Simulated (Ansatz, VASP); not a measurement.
## One calculation of MgSn3S6, two programs

```
CELL_PARAMETERS angstrom
6.26943 0.00000 0.00000
-3.13472 5.42949 0.00000
0.00000 0.00000 5.77761
ATOMIC_POSITIONS crystal
Mg 0.00000 0.00000 0.00000
Sn 0.33333 0.66667 0.00000
Sn 0.66667 0.33333 0.00000
Sn 0.00000 0.00000 0.50000
S 0.33340 0.00000 0.25000
S 0.00000 0.33340 0.25000
S 0.66660 0.66660 0.25000
S 0.00000 0.66660 0.75000
S 0.66660 0.00000 0.75000
S 0.33340 0.33340 0.75000
```

Alike in both runs: task single point; functional PBE; k mesh 3 × 3 × 4; occupations gaussian, width 0.1 eV; no spin polarisation.

```csv
,VASP,Ansatz
version,VASP 6.6.1,Ansatz 0.2.0
potentials or method,"VASP PAW PBE potentials, release 64 (Mg, Sn_d, S), cutoff 520 eV","scalar-relativistic, plane waves, PAW"
valence electrons in the cell,80,88
```

|  | VASP | Ansatz | Ansatz less VASP |
| --- | --- | --- | --- |
| gap on the k mesh at the Fermi level (eV) | none | none | - |
| pressure (GPa) | 14.8 | 15.0 | +0.14 |
| traceless stress, the component that is largest in VASP (GPa) | 3.19 | 3.19 | 0.000 |
| rms of the force components (eV/Å) | 0.167 | 0.169 | +0.0021 |

Atom by atom the forces differ by 0.002 eV/Å (rms over components). A gap of «none» marks a metal or a gap that the smearing closes. VASP's potentials hold 80 valence electrons a cell and Ansatz's 88, so a difference there can come from the potentials and not from the codes.

The k mesh is coarse, so the values compare programs but aren't converged.
